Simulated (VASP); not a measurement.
## Mg: single point with PBEsol

Mg:

```
Mg
1.0
    -2.88773    2.88773    1.50717
     2.88773   -2.88773    1.50717
     2.88773    2.88773   -1.50717
Mg
2
Direct
  0.00000 0.00000 0.00000
  0.75000 0.25000 0.50000
```

```
Program                : VASP 6.6.1
Task                   : single point
Functional             : PBEsol
Potentials or basis    : VASP PAW PBE potentials, release 64 (Mg)
Cutoff                 : 520 eV
k mesh                 : 20 × 20 × 20
Occupations            : gaussian, width 0.1 eV
Spin                   : no spin polarisation
Dipole correction      : no
Further INCAR settings : ALGO = Fast; EDIFF = 1e-06; NBANDS = 9
```

```json
{
  "Pressure": "0.0 GPa",
  "Band gap on the k mesh": "zero (bands 2 and 3 overlap by 5.16 eV)"
}
```

Levels at points of the mesh, in eV from the Fermi level:
| k point | band 1 | band 2 | band 3 | band 4 | band 5 | band 6 | band 7 |
| --- | --- | --- | --- | --- | --- | --- | --- |
| (0.00, 0.00, 0.00) | -6.54 | 1.64 | 1.64 | 2.72 | 2.80 | 8.82 | 10.31 |
| (0.50, 0.00, 0.00) | -1.50 | -1.27 | 2.30 | 2.61 | 3.14 | 3.38 | 7.10 |
| (0.50, 0.50, 0.00) | -4.30 | -4.30 | 3.63 | 3.63 | 4.90 | 4.90 | 10.70 |
| (0.50, 0.50, 0.50) | -2.20 | -2.20 | -2.03 | -2.03 | 8.85 | 8.85 | 14.04 |

It took 3.4 min on 1 thread of Oxide Virtual Turin-like Processor, with other jobs on the host, peak memory 0.36 GiB.

Caveat: the PAW data sets were made with another functional, which shifts forces and pressure a little.
